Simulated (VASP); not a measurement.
# SiC (P6_3mc) in VASP: G0W0 quasiparticle levels with PBE

Aim: the G0W0 quasiparticle levels of SiC with PBE.

Program: VASP 6.6.1. These are calculated values, not measurements. Logs are shortened: lines on timing, memory, paths and dates and some standing lists are left out, and cuts for length are marked.

## Step 1: The cell of the first run

The structure is hexagonal, space group P6_3mc (No. 186). The conventional cell has a = 3.078 Å, b = 3.078 Å, c = 10.077 Å, α = 90.00°, β = 90.00°, γ = 120.00°. Si (site symmetry 3m) has 4 C at 1.89 Å within 2.5 Å. Si (site symmetry 3m) has 4 C at 1.88 to 1.89 Å within 2.5 Å. C (site symmetry 3m) has 4 Si at 1.88 to 1.89 Å within 2.5 Å. Within 2.5 Å of C (site symmetry 3m) lie 4 Si at 1.89 Å.

## Step 2: G0W0 quasiparticle levels, PBE

The input, POSCAR:

```
SiC
1.0
    3.0775549649      0.0000000000      0.0000000000
   -1.5387774824      2.6652407811      0.0000000000
    0.0000000000      0.0000000000     10.0767216789
Si C
4 4
Direct
    0.6666666667      0.3333333333      0.9378415300
    0.3333333333      0.6666666667      0.4378415300
    0.0000000000      0.0000000000      0.6878903910
    0.0000000000      0.0000000000      0.1878903910
    0.6666666667      0.3333333333      0.7498007685
    0.3333333333      0.6666666667      0.2498007685
    0.0000000000      0.0000000000      0.5004663105
    0.0000000000      0.0000000000      0.0004663105
```

The input, INCAR.step1:

```
SYSTEM = SiC
  PREC = Accurate
  ENCUT = 500
  EDIFF = 1E-8
  ISMEAR = 0
  SIGMA = 0.01
  LREAL = .FALSE.
  LASPH = .TRUE.
  NELM = 60
  ALGO = Normal
  LWAVE = .TRUE.
  LCHARG = .FALSE.
  GGA = PE
```

The input, INCAR.step2:

```
SYSTEM = SiC
  PREC = Accurate
  ENCUT = 500
  EDIFF = 1E-8
  ISMEAR = 0
  SIGMA = 0.01
  LREAL = .FALSE.
  LASPH = .TRUE.
  NELM = 1
  ALGO = Exact
  LWAVE = .TRUE.
  LCHARG = .FALSE.
  GGA = PE
  NBANDS = 469
  LOPTICS = .TRUE.
  ISTART = 1
```

The input, INCAR.step3:

```
SYSTEM = SiC
  PREC = Accurate
  ENCUT = 500
  EDIFF = 1E-8
  ISMEAR = 0
  SIGMA = 0.01
  LREAL = .FALSE.
  LASPH = .TRUE.
  ALGO = EVGW0
  LWAVE = .FALSE.
  LCHARG = .FALSE.
  GGA = PE
  NELMGW = 1
  NBANDS = 469
  ENCUTGW = 180.0
  NOMEGA = 48
  PRECFOCK = Fast
  ISTART = 1
  NBANDSGW = 24
```

The input, KPOINTS:

```
Automatic mesh
0
G
  6 6 2
  0 0 0
```

Potentials or basis: VASP PAW PBE potentials, release 64 (Si_GW, C_GW).

Started as:

```sh
cat potpaw_PBE.64/Si_GW/POTCAR potpaw_PBE.64/C_GW/POTCAR > POTCAR
cp INCAR.step1 INCAR
mpirun -np 1 vasp_std > vasp.out
cp INCAR.step2 INCAR
mpirun -np 1 vasp_std > vasp.out
cp INCAR.step3 INCAR
mpirun -np 1 vasp_std > vasp.out
```

OUTCAR:

```text
SYSTEM = SiC
   PREC = Accurate
   ENCUT = 500
   EDIFF = 1E-8
   ISMEAR = 0
   LREAL = .FALSE.
   LASPH = .TRUE.
   GGA = PE
   NELMGW = 1
   ENCUTGW = 180.0
   PRECFOCK = Fast
   ISTART = 1

 ion  position               nearest neighbor table
   1  0.667  0.333  0.938-   8 1.89   8 1.89   8 1.89   5 1.89   3 3.08   3 3.08   3 3.08   4 3.08
                             4 3.08   4 3.08
   2  0.333  0.667  0.438-   7 1.89   7 1.89   7 1.89   6 1.89   4 3.08   4 3.08   4 3.08   3 3.08
                             3 3.08   3 3.08
   3  0.000  0.000  0.688-   5 1.88   5 1.88   5 1.88   7 1.89   1 3.08   1 3.08   1 3.08   2 3.08
                             2 3.08   2 3.08
   4  0.000  0.000  0.188-   6 1.88   6 1.88   6 1.88   8 1.89   2 3.08   2 3.08   2 3.08   1 3.08
                             1 3.08   1 3.08
   5  0.667  0.333  0.750-   3 1.88   3 1.88   3 1.88   1 1.89
   6  0.333  0.667  0.250-   4 1.88   4 1.88   4 1.88   2 1.89
   7  0.000  0.000  0.500-   2 1.89   2 1.89   2 1.89   3 1.89
   8  0.000  0.000  0.000-   1 1.89   1 1.89   1 1.89   4 1.89

  LATTYP: Found a hexagonal cell.
 ALAT       =     3.0775549649
 C/A-ratio  =     3.2742621314

  Lattice vectors:

 A1 = (   3.0775549649,   0.0000000000,   0.0000000000)
 A2 = (  -1.5387774824,   2.6652407811,   0.0000000000)
 A3 = (   0.0000000000,   0.0000000000,  10.0767216789)

Analysis of symmetry for initial positions (statically):
=====================================================================
 Subroutine PRICEL returns:
 Original cell was already a primitive cell.

 Routine SETGRP: Setting up the symmetry group for a
 hexagonal supercell.

 Subroutine GETGRP returns: Found 12 space group operations
 (whereof  6 operations were pure point group operations)
 out of a pool of 24 trial point group operations.

The static configuration has the point symmetry C_3v.
 The point group associated with its full space group is C_6v.

Analysis of symmetry for dynamics (positions and initial velocities):
=====================================================================
 Subroutine PRICEL returns:
 Original cell was already a primitive cell.

 Routine SETGRP: Setting up the symmetry group for a
 hexagonal supercell.

 Subroutine GETGRP returns: Found 12 space group operations
 (whereof  6 operations were pure point group operations)
 out of a pool of 24 trial point group operations.

The dynamic configuration has the point symmetry C_3v.
 The point group associated with its full space group is C_6v.

 Subroutine INISYM returns: Found 12 space group operations
 (whereof  6 operations are pure point group operations),
 and found     1 'primitive' translations

----------------------------------------------------------------------------------------

                                     Primitive cell

  volume of cell :      82.6536

  direct lattice vectors                    reciprocal lattice vectors
     3.077554965  0.000000000  0.000000000     0.324933271  0.187600311  0.000000000
    -1.538777482  2.665240781  0.000000000     0.000000000  0.375200622  0.000000000
     0.000000000  0.000000000 10.076721679     0.000000000  0.000000000  0.099238625

  length of vectors
     3.077554965  3.077554965 10.076721679     0.375200622  0.375200622  0.099238625

  position of ions in fractional coordinates (direct lattice)
     0.666666667  0.333333333  0.937841530
     0.333333333  0.666666667  0.437841530
     0.000000000  0.000000000  0.687890391
     0.000000000  0.000000000  0.187890391
     0.666666667  0.333333333  0.749800769
     0.333333333  0.666666667  0.249800769
     0.000000000  0.000000000  0.500466311
     0.000000000  0.000000000  0.000466311

  ion indices of the primitive-cell ions
   primitive index   ion index
                 1           1
                 2           2
                 3           3
                 4           4
                 5           5
                 6           6
                 7           7
                 8           8

----------------------------------------------------------------------------------------

 KPOINTS: Automatic mesh

Automatic generation of k-mesh.
 Grid dimensions read from file:
 generate k-points for:    6    6    2

 Generating k-lattice:

  Cartesian coordinates                     Fractional coordinates (reciprocal lattice)
     0.054155545  0.031266719  0.000000000     0.166666667  0.000000000  0.000000000
     0.000000000  0.062533437  0.000000000     0.000000000  0.166666667  0.000000000
     0.000000000  0.000000000  0.049619312     0.000000000  0.000000000  0.500000000

  Length of vectors
     0.062533437  0.062533437  0.049619312

  Shift w.r.t. Gamma in fractional coordinates (k-lattice)
     0.000000000  0.000000000  0.000000000

 Subroutine IBZKPT returns following result:
 ===========================================

 Found     14 irreducible k-points:

 Following reciprocal coordinates:
            Coordinates               Weight
  0.000000  0.000000  0.000000      1.000000
  0.166667  0.000000  0.000000      6.000000
  0.333333  0.000000  0.000000      6.000000
  0.500000  0.000000  0.000000      3.000000
  0.166667  0.166667  0.000000      6.000000
  0.333333  0.166667  0.000000     12.000000
  0.333333  0.333333  0.000000      2.000000
  0.000000  0.000000  0.500000      1.000000
  0.166667  0.000000  0.500000      6.000000
  0.333333  0.000000  0.500000      6.000000
  0.500000  0.000000  0.500000      3.000000
  0.166667  0.166667  0.500000      6.000000
  0.333333  0.166667  0.500000     12.000000
  0.333333  0.333333  0.500000      2.000000
   k-points           NKPTS =     14   k-points in BZ     NKDIM =     72   number of bands    NBANDS=    469
   number of dos      NEDOS =    301   number of ions     NIONS =      8
   total plane-waves  NPLWV =  46080
   dimension x,y,z NGX =    24 NGY =   24 NGZ =   80
   dimension x,y,z NGXF=    48 NGYF=   48 NGZF=  160
   ions per type =               4   4
   NGX,Y,Z   is equivalent  to a cutoff of  12.96, 12.96, 13.20 a.u.
   NGXF,Y,Z  is equivalent  to a cutoff of  25.93, 25.93, 26.40 a.u.
 SYSTEM =  SiC
   PREC   = accura    normal or accurate (medium, high low for compatibility)
   ISTART =      1    job   : 0-new  1-cont  2-samecut
   ICHARG =      0    charge: 1-file 2-atom 10-const
   ISPIN  =      1    spin polarized calculation?
   LNONCOLLINEAR =      F non collinear calculations
   LSORBIT =      F    spin-orbit coupling
   LASPH  =      T    aspherical Exc in radial PAW
   ENCUT  =  500.0 eV  36.75 Ry    6.06 a.u.   5.61  5.61 18.37*2*pi/ulx,y,z
   NELM   =     60;   NELMIN=  2; NELMDL=  0     # of ELM steps
   EDIFF  = 0.1E-07   stopping-criterion for ELM
   LREAL  =      F    real-space projection
   EDIFFG = 0.1E-06   stopping-criterion for IOM
   NSW    =      0    number of steps for IOM
   IBRION =     -1    ionic relax: 0-MD 1-quasi-New 2-CG
   NFREE  =      0    steps in history (QN), initial steepest desc. (CG)
   ISIF   =      0    stress and relaxation
   ISYM   =      3    0-nonsym 1-usesym 2-fastsym
   POTIM  = 0.5000    time-step for ionic-motion
   TEBEG  =    0.0;   TEEND  =   0.0 temperature during run
   PSTRESS=    0.0 pullay stress
   NELECT =      32.0000    total number of electrons
   NUPDOWN=      -1.0000    fix difference up-down
   EMIN   =  10.00;   EMAX   =-10.00  energy-range for DOS
   EFERMI =   0.00;   METHOD = LEGACY
   ISMEAR =     0;   SIGMA  =   0.01  broadening in eV -4-tet -1-fermi 0-gaus
   EFERMI_NEDOS =   21; number of points for ismear=-14 and -15
   IALGO  =     38    algorithm
   IMIX   =      4    mixing-type and parameters
     AMIX     =   0.40;   BMIX     =  1.00
     AMIX_MAG =   1.60;   BMIX_MAG =  1.00
  volume/ion in A,a.u.               =      10.33        69.72
  Fermi-wavevector in a.u.,A,eV,Ry     =   1.193175  2.254775 19.370175  1.423668
  Thomas-Fermi vector in A             =   2.329196
   LORBIT       =      0    0 simple, 1 ext, 2 COOP (PROOUT), +10 PAW based schemes
   GGA     = PE    functional components
   LHFCALC =     T    Hartree Fock is set to
   PRECFOCK=fast      Normal, Fast or Accurate (Low or Medium for compatibility)
   ENCUT4O =  -1.0   cutoff for four orbital integrals eV
   NKREDX  =     1    reduce k-point grid by
   NKREDY  =     1    reduce k-point grid by
   NKREDZ  =     1    reduce k-point grid by
   AEXX    =    1.0000 exact exchange contribution
   HFSCREEN=    0.0000 screening length (either q_TF or 0.3 A-1)
   HFSCREENC=   0.0000 screening length for correlation (either q_TF or 0.3 A-1)
   ENCUTFOCK=  -1.0 apply spherical cutoff to Coloumb kernel
   IVDW    =     0    specifies the selected vdW correction
   LEPSILON=     F    determine dielectric tensor
   LRPA    =     F    only Hartree local field effects (RPA)
   LRPAFORCE           =     F    calculate RPA forces
   ENCUTGW             = 180.0    cutoff for response function in eV
   ENCUTGWSOFT         = 144.0    soft cutoff for Coulomb kernel in GW response function in eV
   ENCUTLF             =  -1.0    cutoff for local field effects
   NELMGW              =     1    number of iterations in solving QP/BSE equation
   NELMHF              =     1    number of iterations in the inner HF iteration
   NKREDLFX            =     1    NKREDLFY  =   1   NKREDLFZ  =   1
 non-spin polarized calculation
 Gauss-broadening in eV      SIGMA  =   0.01
  energy-cutoff  :      500.00
  volume of cell :       82.65
 maximum number of plane-waves:      2137
 NGX is ok and might be reduce to    24
  NGX = 14; NGY = 14; NGZ = 48
   NGX = 11   NGY = 11   NGZ = 37
 maximum number of plane-waves:       466
 NGX is ok and might be reduce to    14

 QP shifts <psi_nk| G(iteration)W_0 |psi_nk>: iteration 1
 for sc-GW calculations column KS-energies equals QP-energies in previous step
 and V_xc(KS)=  KS-energies - (<T + V_ion + V_H > + <T+V_H+V_ion>^1  + <V_x>^1)

 k-point   1 :       0.0000    0.0000    0.0000
  band No.  KS-energies  QP-energies   sigma(KS)   V_xc(KS)     V^pw_x(r,r')   Z            occupation Imag(sigma)

      1      -7.6422      -8.7672     -14.3159     -12.7485     -21.7143       0.7178       2.0000       1.3940
      2      -6.4647      -7.5565     -14.4457     -12.9324     -21.4977       0.7215       2.0000       1.2037
      3      -6.4279      -7.5221     -14.4419     -12.9313     -21.5025       0.7244       2.0000       1.2163
      4      -4.0728      -5.1157     -15.2137     -13.7901     -21.7012       0.7326       2.0000       0.9019
      5      -0.7697      -1.7691     -13.4088     -12.0517     -17.9120       0.7364       2.0000       0.3931
      6       3.4663       2.5592     -14.5824     -13.3768     -17.6618       0.7524       2.0000       0.1358
[... 16 lines left out ...]
     23      14.8537      15.3272     -10.5853     -11.1811      -5.4766       0.7947       0.0000      -0.1006
     24      14.8537      15.3272     -10.5853     -11.1811      -5.4766       0.7947       0.0000      -0.1006

 k-point   2 :       0.1667    0.0000    0.0000
  band No.  KS-energies  QP-energies   sigma(KS)   V_xc(KS)     V^pw_x(r,r')   Z            occupation Imag(sigma)

      1      -7.1624      -8.2711     -14.3587     -12.8162     -21.6210       0.7188       2.0000       1.3182
      2      -6.0020      -7.0840     -14.5061     -13.0128     -21.4230       0.7245       2.0000       1.1371
      3      -5.9628      -7.0437     -14.5011     -13.0114     -21.4269       0.7256       2.0000       1.1428
      4      -3.6741      -4.7059     -15.3080     -13.8985     -21.6820       0.7320       2.0000       0.8413
      5      -0.3358      -1.3275     -13.4962     -12.1533     -17.8314       0.7385       2.0000       0.3536
      6       3.4824       2.5774     -14.8029     -13.5995     -17.9184       0.7520       2.0000       0.1376
[... 16 lines left out ...]
     23      15.4347      15.9521     -10.8569     -11.5152      -5.5360       0.7859       0.0000      -0.1111
     24      15.5297      16.0770     -11.6886     -12.3881      -6.3825       0.7824       0.0000      -0.1060

 k-point   3 :       0.3333    0.0000    0.0000
  band No.  KS-energies  QP-energies   sigma(KS)   V_xc(KS)     V^pw_x(r,r')   Z            occupation Imag(sigma)

      1      -5.7865      -6.8643     -14.5487     -13.0665     -21.4169       0.7272       2.0000       1.1126
      2      -4.7107      -5.7608     -14.7624     -13.3231     -21.3210       0.7295       2.0000       0.9586
      3      -4.6579      -5.7046     -14.7621     -13.3247     -21.3236       0.7282       2.0000       0.9529
      4      -2.7316      -3.7382     -15.6787     -14.2951     -21.8265       0.7275       2.0000       0.7116
      5       0.4792      -0.4864     -13.9201     -12.6136     -18.0022       0.7390       2.0000       0.2963
      6       1.1959       0.2287     -14.1180     -12.8126     -18.0021       0.7409       2.0000       0.2428
[... 274 lines left out ...]
      1      -4.3100      -5.3536     -14.9144     -13.4888     -21.3856       0.7321       2.0000       0.9081
      2      -4.3100      -5.3536     -14.9144     -13.4888     -21.3856       0.7321       2.0000       0.9081
      3      -2.8305      -3.8361     -15.5771     -14.1938     -21.7321       0.7270       2.0000       0.7197
      4      -2.8305      -3.8361     -15.5771     -14.1938     -21.7321       0.7270       2.0000       0.7197
      5       0.1741      -0.8051     -13.7837     -12.4566     -17.9601       0.7379       2.0000       0.3120
      6       0.1741      -0.8051     -13.7837     -12.4566     -17.9601       0.7379       2.0000       0.3120
[... 16 lines left out ...]
     23      15.6035      16.1183     -11.4344     -12.0896      -6.1430       0.7857       0.0000      -0.1093
     24      15.6035      16.1183     -11.4344     -12.0896      -6.1430       0.7857       0.0000      -0.1093

 k-point  14 :       0.3333    0.3333    0.5000
  band No.  KS-energies  QP-energies   sigma(KS)   V_xc(KS)     V^pw_x(r,r')   Z            occupation Imag(sigma)

      1      -3.0406      -4.0473     -15.5009     -14.1148     -21.6897       0.7262       2.0000       0.7426
      2      -3.0406      -4.0473     -15.5009     -14.1148     -21.6897       0.7262       2.0000       0.7426
      3      -2.9633      -3.9749     -15.5325     -14.1428     -21.7184       0.7279       2.0000       0.7411
      4      -2.9633      -3.9749     -15.5325     -14.1428     -21.7184       0.7279       2.0000       0.7411
      5       0.4820      -0.4916     -13.7904     -12.4738     -17.8344       0.7395       2.0000       0.2871
      6       0.4820      -0.4916     -13.7904     -12.4738     -17.8344       0.7395       2.0000       0.2871
[... 16 lines left out ...]
     23      16.6333      17.1941     -11.7954     -12.5196      -6.1399       0.7744       0.0000      -0.1384
     24      16.6333      17.1941     -11.7954     -12.5196      -6.1399       0.7744       0.0000      -0.1384
```

It took 81 min on 1 thread of Intel Xeon Platinum 8559C (Emerald Rapids), shared host; peak memory 1.8 GiB.

What came out:

| Item | Value |
| --- | --- |
| Quasiparticle gap | 3.11 eV |
| Least direct quasiparticle gap | 4.32 eV |
| Band gap of the starting levels on the mesh | 2.22 eV |
| Least direct gap of the starting levels on the mesh | 3.34 eV |

Caveat: the k points lie up to 0.39 Å⁻¹ apart; bands, screening cutoff and mesh are small and nothing is extrapolated, so the quasiparticle values aren't converged.
